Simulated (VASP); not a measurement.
A run of VASP 6.6.1:

File INCAR:

```
SYSTEM = Ti
PREC = Accurate
ENCUT = 520
EDIFF = 1E-7
ISMEAR = -1
SIGMA = 0.05
LREAL = .False.
LASPH = .True.
NELM = 60
ALGO = Normal
ISIF = 2
LWAVE = .False.
LCHARG = .True.
LELF = .True.
LVHAR = .True.
NBANDS = 12
```

The input KPOINTS:

```
regular mesh
0
Gamma
  15 15 15
  0 0 0
```

The input POSCAR:

```
Ti
1.0
    0.0000000000      2.0503000000      2.0300000000
    2.0503000000      0.0000000000      2.0300000000
    2.0503000000      2.0503000000      0.0000000000
Ti
1
Direct
    0.0000000000      0.0000000000      0.0000000000
```

Potentials or basis: VASP PAW LDA potentials, release 64 (Ti_sv).

The run is started by

```console
$ cat potpaw_LDA.64/Ti_sv/POTCAR > POTCAR
$ mpirun -np 1 vasp_std > vasp.out
```

Hardware: 1 thread of Intel Xeon 8259CL (shared host).

Q: How long does it take, and how much memory?

A: It took 59 s on 1 thread of Intel Xeon 8259CL (shared host), peak memory 0.17 GiB. Counts: scf iterations 13, k points 288.
